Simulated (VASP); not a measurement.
# AlGa3N4 (P-43m) in VASP: further runs

Runs on AlGa3N4. Level: PBEsol. Tasks: single point.

Program: VASP 6.6.1. These are calculated values, not measurements. Logs are shortened: lines on timing, memory, paths and dates and some standing lists are left out, and cuts for length are marked.

## (1) The cell of the first run

It takes space group P-43m (No. 215, cubic). Conventional cell: a = 4.460 Å, b = 4.460 Å, c = 4.460 Å, α = 90.00°, β = 90.00°, γ = 90.00°. Within 2.5 Å of Al (site symmetry -43m) lie 4 N at 1.89 Å. Ga (site symmetry -42m) has 4 N at 1.94 Å within 2.6 Å. Within 2.5 Å of N (site symmetry 3m) lie 1 Al at 1.89 Å and 3 Ga at 1.94 Å.

## (2) Single point, PBEsol

Input file INCAR:

```
PREC     = Accurate       # precision mode
ENCUT    = 520            # plane-wave cutoff, eV
EDIFF    = 1E-6           # SCF threshold, eV
ISMEAR   = 0              # smearing method
SIGMA    = 0.02           # smearing width, eV
LREAL    = False          # projectors in reciprocal space
LASPH    = True           # aspherical terms in the spheres
NELM     = 60             # most SCF steps
ALGO     = Normal         # electronic algorithm
ISIF     = 2              # what is computed and relaxed
LWAVE    = False          # write WAVECAR
LCHARG   = False          # write CHGCAR
GGA      = PS             # functional
NBANDS   = 41             # bands
```

Input file KPOINTS:

```
Automatic mesh
0
Gamma
  6 6 6
```

Input file POSCAR:

```
AlGa3N4
1.0
    4.4596506314      0.0000000000      0.0000000000
    0.0000000000      4.4596506314      0.0000000000
    0.0000000000      0.0000000000      4.4596506314
Al Ga N
1 3 4
Direct
    0.0000000000      0.0000000000      0.0000000000
    0.5000000000      0.5000000000      0.0000000000
    0.5000000000      0.0000000000      0.5000000000
    0.0000000000      0.5000000000      0.5000000000
    0.7550434857      0.7550434857      0.2449565143
    0.7550434857      0.2449565143      0.7550434857
    0.2449565143      0.7550434857      0.7550434857
    0.2449565143      0.2449565143      0.2449565143
```

Potentials or basis: VASP PAW PBE potentials, release 64 (Al, Ga_d, N).

Command:

```
> cat potpaw_PBE.64/Al/POTCAR potpaw_PBE.64/Ga_d/POTCAR potpaw_PBE.64/N/POTCAR > POTCAR
> mpirun -np 1 vasp_std > vasp.out
```

OUTCAR:

```text
PREC = Accurate
   ENCUT = 520
   EDIFF = 1E-6
   ISMEAR = 0
   LREAL = False
   LASPH = True
   NELM = 60
   ISIF = 2
   GGA = PS

 ion  position               nearest neighbor table
   1  0.000  0.000  0.000-   5 1.89   6 1.89   7 1.89   8 1.89
   2  0.500  0.500  0.000-   5 1.94   6 1.94   7 1.94   8 1.94
   3  0.500  0.000  0.500-   5 1.94   6 1.94   7 1.94   8 1.94
   4  0.000  0.500  0.500-   5 1.94   6 1.94   7 1.94   8 1.94
   5  0.755  0.755  0.245-   1 1.89   2 1.94   3 1.94   4 1.94
   6  0.755  0.245  0.755-   1 1.89   2 1.94   3 1.94   4 1.94
   7  0.245  0.755  0.755-   1 1.89   2 1.94   3 1.94   4 1.94
   8  0.245  0.245  0.245-   1 1.89   2 1.94   3 1.94   4 1.94

  LATTYP: Found a simple cubic cell.
 ALAT       =     4.4596506314

  Lattice vectors:

 A1 = (   4.4596506314,   0.0000000000,   0.0000000000)
 A2 = (   0.0000000000,   4.4596506314,   0.0000000000)
 A3 = (   0.0000000000,   0.0000000000,   4.4596506314)

Analysis of symmetry for initial positions (statically):
=====================================================================
 Subroutine PRICEL returns:
 Original cell was already a primitive cell.

 Routine SETGRP: Setting up the symmetry group for a
 simple cubic supercell.

 Subroutine GETGRP returns: Found 24 space group operations
 (whereof 24 operations were pure point group operations)
 out of a pool of 48 trial point group operations.

The static configuration has the point symmetry T_d .

Analysis of symmetry for dynamics (positions and initial velocities):
=====================================================================
 Subroutine PRICEL returns:
 Original cell was already a primitive cell.

 Routine SETGRP: Setting up the symmetry group for a
 simple cubic supercell.

 Subroutine GETGRP returns: Found 24 space group operations
 (whereof 24 operations were pure point group operations)
 out of a pool of 48 trial point group operations.

The dynamic configuration has the point symmetry T_d .

 Subroutine INISYM returns: Found 24 space group operations
 (whereof 24 operations are pure point group operations),
 and found     1 'primitive' translations

----------------------------------------------------------------------------------------

                                     Primitive cell

  volume of cell :      88.6957

  direct lattice vectors                    reciprocal lattice vectors
     4.459650631  0.000000000  0.000000000     0.224232812  0.000000000  0.000000000
     0.000000000  4.459650631  0.000000000     0.000000000  0.224232812  0.000000000
     0.000000000  0.000000000  4.459650631     0.000000000  0.000000000  0.224232812

  length of vectors
     4.459650631  4.459650631  4.459650631     0.224232812  0.224232812  0.224232812

  position of ions in fractional coordinates (direct lattice)
     0.000000000  0.000000000  0.000000000
     0.500000000  0.500000000  0.000000000
     0.500000000  0.000000000  0.500000000
     0.000000000  0.500000000  0.500000000
     0.755043486  0.755043486  0.244956514
     0.755043486  0.244956514  0.755043486
     0.244956514  0.755043486  0.755043486
     0.244956514  0.244956514  0.244956514

  ion indices of the primitive-cell ions
   primitive index   ion index
                 1           1
                 2           2
                 3           3
                 4           4
                 5           5
                 6           6
                 7           7
                 8           8

----------------------------------------------------------------------------------------

 KPOINTS: Automatic mesh

Automatic generation of k-mesh.
 Grid dimensions read from file:
 generate k-points for:    6    6    6

 Generating k-lattice:

  Cartesian coordinates                     Fractional coordinates (reciprocal lattice)
     0.037372135  0.000000000  0.000000000     0.166666667  0.000000000  0.000000000
     0.000000000  0.037372135  0.000000000     0.000000000  0.166666667  0.000000000
     0.000000000  0.000000000  0.037372135     0.000000000  0.000000000  0.166666667

  Length of vectors
     0.037372135  0.037372135  0.037372135

  Shift w.r.t. Gamma in fractional coordinates (k-lattice)
     0.000000000  0.000000000  0.000000000

 Subroutine IBZKPT returns following result:
 ===========================================

 Found     20 irreducible k-points:

 Following reciprocal coordinates:
            Coordinates               Weight
  0.000000  0.000000  0.000000      1.000000
  0.166667  0.000000  0.000000      6.000000
  0.333333  0.000000  0.000000      6.000000
  0.500000  0.000000  0.000000      3.000000
  0.166667  0.166667  0.000000     12.000000
  0.333333  0.166667  0.000000     24.000000
[... 12 lines left out ...]
  0.500000  0.500000  0.333333      6.000000
  0.500000  0.500000  0.500000      1.000000
   k-points           NKPTS =     20   k-points in BZ     NKDIM =     20   number of bands    NBANDS=     41
[... 42 lines left out ...]
   GGA     = PS    functional components
   LHFCALC =     F    Hartree Fock is set to
   AEXX    =    0.0000 exact exchange contribution
   IVDW    =     0    specifies the selected vdW correction
   LEPSILON=     F    determine dielectric tensor
   LRPA    =     F    only Hartree local field effects (RPA)
 non-spin polarized calculation
 Gauss-broadening in eV      SIGMA  =   0.02
  energy-cutoff  :      520.00
  volume of cell :       88.70
 maximum number of plane-waves:      2440
 NGX is ok and might be reduce to    36
   NGX = 17   NGY = 17   NGZ = 17

 number of electron      61.9999956 magnetization

 Free energy of the ion-electron system (eV)
  ---------------------------------------------------
  ext. energy  EPLUGINS =         0.00000000
  ---------------------------------------------------
  free energy    TOTEN  =       -54.96627665 eV

  energy without entropy =      -54.96627665  energy(sigma->0) =      -54.96627665

 E-fermi :   5.4946     XC(G=0): -11.7709

 val. band max:        5.3708783773   @ k =   0.0000   0.0000   0.0000
 cond. band min:       7.7176557822   @ k =   0.0000   0.0000   0.0000
 fundamental gap:      2.3467774049
 Fermi energy:         5.4946131816

 k-point     1 :       0.0000    0.0000    0.0000
  band No.  band energies     occupation
      1     -10.3571      2.00000
      2      -9.0343      2.00000
      3      -9.0343      2.00000
      4      -9.0343      2.00000
      5      -7.7445      2.00000
      6      -7.7220      2.00000
[... 33 lines left out ...]
     40      16.1726      0.00000
     41      16.1731      0.00000

 k-point     2 :       0.1667    0.0000    0.0000
  band No.  band energies     occupation
      1     -10.2426      2.00000
      2      -9.0742      2.00000
      3      -9.0361      2.00000
      4      -9.0361      2.00000
      5      -7.7394      2.00000
      6      -7.7187      2.00000
[... 33 lines left out ...]
     40      16.3889      0.00000
     41      16.3911      0.00000

 k-point     3 :       0.3333    0.0000    0.0000
  band No.  band energies     occupation
      1      -9.9344      2.00000
      2      -9.2220      2.00000
      3      -9.0396      2.00000
      4      -9.0396      2.00000
      5      -7.7088      2.00000
      6      -7.7034      2.00000
[... 33 lines left out ...]
     40      16.7490      0.00000
     41      16.9205      0.00000

 k-point     4 :       0.5000    0.0000    0.0000
  band No.  band energies     occupation
      1      -9.6024      2.00000
      2      -9.4680      2.00000
      3      -9.0414      2.00000
      4      -9.0414      2.00000
      5      -7.6810      2.00000
      6      -7.6738      2.00000
[... 649 lines left out ...]
     40      15.6581      0.00000
     41      15.8033      0.00000

 k-point    19 :       0.5000    0.5000    0.3333
  band No.  band energies     occupation
      1      -9.3782      2.00000
      2      -9.1962      2.00000
      3      -9.1962      2.00000
      4      -9.1843      2.00000
      5      -7.7267      2.00000
      6      -7.7267      2.00000
[... 33 lines left out ...]
     40      15.6035      0.00000
     41      15.6644      0.00000

 k-point    20 :       0.5000    0.5000    0.5000
  band No.  band energies     occupation
      1      -9.3841      2.00000
      2      -9.1921      2.00000
      3      -9.1921      2.00000
      4      -9.1921      2.00000
      5      -7.7309      2.00000
      6      -7.7309      2.00000
[... 33 lines left out ...]
     40      15.3003      0.00000
     41      15.3003      0.00000

------------------------ aborting loop because EDIFF is reached ----------------------------------------

  FORCE on cell =-STRESS in cart. coord.  units (eV):
  Direction    XX          YY          ZZ          XY          YZ          ZX
  --------------------------------------------------------------------------------------
  -------------------------------------------------------------------------------------
  Total        0.4785934      0.4785934      0.4785934      0.0000000      0.0000000     -0.0000000
  in kB        8.6451945      8.6451945      8.6451945      0.0000000      0.0000000     -0.0000000
  external PRESSURE =       8.6451945 kB  Pullay stress =       0.0000000 kB

 VOLUME and BASIS-vectors are now :
 -----------------------------------------------------------------------------
  energy-cutoff  :      520.00
  volume of cell :       88.70
      direct lattice vectors                 reciprocal lattice vectors
     4.459650631  0.000000000  0.000000000     0.224232812  0.000000000  0.000000000
     0.000000000  4.459650631  0.000000000     0.000000000  0.224232812  0.000000000
     0.000000000  0.000000000  4.459650631     0.000000000  0.000000000  0.224232812

 POSITION                                       TOTAL-FORCE (eV/Angst)
 -----------------------------------------------------------------------------------
      0.00000      0.00000      0.00000         0.000000     -0.000000     -0.000000
      2.22983      2.22983      0.00000         0.000000     -0.000000     -0.000000
      2.22983      0.00000      2.22983         0.000000      0.000000     -0.000000
      0.00000      2.22983      2.22983         0.000000      0.000000     -0.000000
      3.36723      3.36723      1.09242        -0.006203     -0.006203      0.006203
      3.36723      1.09242      3.36723        -0.006203      0.006203     -0.006203
      1.09242      3.36723      3.36723         0.006203     -0.006203     -0.006203
      1.09242      1.09242      1.09242         0.006203      0.006203      0.006203
 -----------------------------------------------------------------------------------
    total drift:                               -0.000000     -0.000000     -0.000000

  FREE ENERGIE OF THE ION-ELECTRON SYSTEM (eV)
  ---------------------------------------------------
  free  energy   TOTEN  =       -54.9662766506 eV

  energy  without entropy=      -54.9662766506  energy(sigma->0) =      -54.96627665
```

Wall time 2.8 min (1 thread of AMD EPYC 7R13, shared host); peak memory 0.19 GiB.

Results:

```
Free energy            : -54.9663 eV
Pressure               : 0.9 GPa
Largest force          : 0.011 eV/Å
Band gap on the k mesh : 2.35 eV, direct
```

Forces on the atoms (eV/Å):
```
Al   0.000  0.000  0.000
Ga   0.000  0.000  0.000
Ga   0.000  0.000  0.000
Ga   0.000  0.000  0.000
N   -0.006 -0.006  0.006
N   -0.006  0.006 -0.006
N    0.006 -0.006 -0.006
N    0.006  0.006  0.006
```

Levels at points of the mesh, in eV from the valence-band top:
```
           k point  band 27  band 28  band 29  band 30  band 31  band 32  band 33  band 34  band 35  band 36
(0.00, 0.00, 0.00)    -2.49    -2.49     0.00     0.00     0.00     2.35     3.34     3.34     3.34     6.48
(0.50, 0.00, 0.00)    -2.84    -1.50    -1.50    -1.21    -1.21     4.87     4.96     6.15     6.15     7.72
(0.50, 0.50, 0.00)    -3.06    -0.99    -0.95    -0.95    -0.63     6.70     6.88     6.88     7.29     7.30
(0.50, 0.50, 0.50)    -0.76    -0.76    -0.69    -0.69    -0.69     4.97     4.97     4.97     6.23     8.95
```

Caveat: the PAW data sets were made with another functional, which shifts forces and pressure a little.

## (3) Single point, PBEsol

Input file INCAR:

```
SYSTEM = AlGa3N4
PREC = Accurate
ENCUT = 520
EDIFF = 1E-6
ISMEAR = 0
SIGMA = 0.02
LREAL = .False.
LASPH = .True.
NELM = 80
ALGO = Normal
ISIF = 2
LWAVE = .False.
LCHARG = .False.
GGA = PS
NBANDS = 41
```

Input file KPOINTS:

```
regular mesh
0
Gamma
  6 6 6
  0 0 0
```

POSCAR is that of step 2.

Potentials or basis: VASP PAW PBE potentials, release 64 (Al, Ga_d, N).

Command:

```
> cat potpaw_PBE.64/Al/POTCAR potpaw_PBE.64/Ga_d/POTCAR potpaw_PBE.64/N/POTCAR > POTCAR
> mpirun -np 1 vasp_std > vasp.out
```

Wall time 3 min (1 thread of AMD EPYC 7R13, shared host); peak memory 0.19 GiB.

The run converged. Its results:

| Property | Result |
| --- | --- |
| Free energy | -54.9663 eV |
| Pressure | 0.9 GPa |
| Largest force | 0.011 eV/Å |
| Band gap on the k mesh | 2.35 eV, direct |

Forces on the atoms (eV/Å):
```
Al   0.000  0.000  0.000
Ga   0.000  0.000  0.000
Ga   0.000  0.000  0.000
Ga   0.000  0.000  0.000
N   -0.006 -0.006  0.006
N   -0.006  0.006 -0.006
N    0.006 -0.006 -0.006
N    0.006  0.006  0.006
```

Levels at points of the mesh, in eV from the valence-band top:
| k point | band 29 | band 30 | band 31 | band 32 | band 33 | band 34 |
| --- | --- | --- | --- | --- | --- | --- |
| (0.00, 0.00, 0.00) | 0.00 | 0.00 | 0.00 | 2.35 | 3.34 | 3.34 |
| (0.50, 0.00, 0.00) | -1.50 | -1.21 | -1.21 | 4.87 | 4.96 | 6.15 |
| (0.50, 0.50, 0.00) | -0.95 | -0.95 | -0.63 | 6.70 | 6.88 | 6.88 |
| (0.50, 0.50, 0.50) | -0.69 | -0.69 | -0.69 | 4.97 | 4.97 | 4.97 |

Caveat: the PAW data sets were made with another functional, which shifts forces and pressure a little.

## (4) Single point, PBEsol

This run uses another cell than the first one, of 11.21 Å³/atom, 1.011 times its volume.

Input file INCAR:

```
PREC = Accurate
ENCUT = 520
EDIFF = 1E-6
ISMEAR = 0
SIGMA = 0.02
LREAL = F
LASPH = T
NELM = 60
ALGO = Normal
ISIF = 2
LWAVE = F
LCHARG = T
GGA = PS
LELF = T
LVHAR = T
NBANDS = 41
```

Input file KPOINTS:

```
regular mesh
0
Gamma
  6 6 6
```

Input file POSCAR:

```
AlGa3N4
1.0
    4.4755467803      0.0000000000      0.0000000000
    0.0000000000      4.4755467803      0.0000000000
    0.0000000000      0.0000000000      4.4755467803
Al Ga N
1 3 4
Direct
    0.0000000000      0.0000000000      0.0000000000
    0.5000000000      0.5000000000      0.0000000000
    0.5000000000      0.0000000000      0.5000000000
    0.0000000000      0.5000000000      0.5000000000
    0.7550207529      0.7550207529      0.2449792471
    0.7550207529      0.2449792471      0.7550207529
    0.2449792471      0.7550207529      0.7550207529
    0.2449792471      0.2449792471      0.2449792471
```

Command:

```
> cat potpaw_PBE.64/Al/POTCAR potpaw_PBE.64/Ga_d/POTCAR potpaw_PBE.64/N/POTCAR > POTCAR
> mpirun -np 1 vasp_std > vasp.out
```

Wall time 3 min (1 thread of AMD EPYC 7R13, shared host); peak memory 0.2 GiB.

The run converged. Its results:

| Quantity | Value |
| --- | --- |
| Free energy | -54.9659 eV |
| Pressure | -1.2 GPa |
| Largest force | 0.007 eV/Å |
| Band gap on the k mesh | 2.27 eV, direct |

Forces on the atoms (eV/Å):
```
Al   0.000  0.000  0.000
Ga   0.000  0.000  0.000
Ga   0.000  0.000  0.000
Ga   0.000  0.000  0.000
N   -0.004 -0.004  0.004
N   -0.004  0.004 -0.004
N    0.004 -0.004 -0.004
N    0.004  0.004  0.004
```

Levels at points of the mesh, in eV from the valence-band top:
```csv
k point,band 28,band 29,band 30,band 31,band 32,band 33,band 34,band 35
"(0.00, 0.00, 0.00)",-2.46,0.00,0.00,0.00,2.27,3.33,3.33,3.33
"(0.50, 0.00, 0.00)",-1.48,-1.48,-1.19,-1.19,4.82,4.92,6.13,6.13
"(0.50, 0.50, 0.00)",-0.98,-0.94,-0.94,-0.62,6.62,6.79,6.79,7.26
"(0.50, 0.50, 0.50)",-0.75,-0.68,-0.68,-0.68,4.89,4.89,4.89,6.16
```

Caveat: the PAW data sets were made with another functional, which shifts forces and pressure a little. Expect the measured gap to be larger: semilocal functionals such as PBEsol lack the derivative discontinuity.

## (5) Single point, PBEsol

This run uses another cell than the first one, of 11.21 Å³/atom, 1.011 times its volume.

Input file INCAR:

```
SYSTEM = AlGa3N4
PREC = Accurate ; ENCUT = 520
EDIFF = 1E-6 ; ISMEAR = 0
SIGMA = 0.02 ; LREAL = .FALSE.
LASPH = .TRUE. ; NELM = 80
ALGO = Normal ; ISIF = 2
LWAVE = .FALSE. ; LCHARG = .FALSE.
GGA = PS ; NBANDS = 41
```

Input file KPOINTS:

```
Automatic mesh
0
G
  6 6 6
  0 0 0
```

POSCAR is that of step 4.

Command:

```
> cat potpaw_PBE.64/Al/POTCAR potpaw_PBE.64/Ga_d/POTCAR potpaw_PBE.64/N/POTCAR > POTCAR
> mpirun -np 1 vasp_std > vasp.out
```

Wall time 2.8 min (1 thread of AMD EPYC 7R13, shared host); peak memory 0.2 GiB.

The run converged. Its results:

```yaml
Free_energy: -54.9659 eV
Pressure: -1.2 GPa
Largest_force: 0.007 eV/Å
Band_gap_on_the_k_mesh: 2.27 eV, direct
```

Forces on the atoms (eV/Å):
```
Al   0.000  0.000  0.000
Ga   0.000  0.000  0.000
Ga   0.000  0.000  0.000
Ga   0.000  0.000  0.000
N   -0.004 -0.004  0.004
N   -0.004  0.004 -0.004
N    0.004 -0.004 -0.004
N    0.004  0.004  0.004
```

Levels at points of the mesh, in eV from the valence-band top:
```tsv
k point	band 27	band 28	band 29	band 30	band 31	band 32	band 33	band 34	band 35	band 36
(0.00, 0.00, 0.00)	-2.46	-2.46	0.00	0.00	0.00	2.27	3.33	3.33	3.33	6.42
(0.50, 0.00, 0.00)	-2.84	-1.48	-1.48	-1.19	-1.19	4.82	4.92	6.13	6.13	7.63
(0.50, 0.50, 0.00)	-3.03	-0.98	-0.94	-0.94	-0.62	6.62	6.79	6.79	7.26	7.26
(0.50, 0.50, 0.50)	-0.75	-0.75	-0.68	-0.68	-0.68	4.89	4.89	4.89	6.16	8.89
```

Caveat: the PAW data sets were made with another functional, which shifts forces and pressure a little.
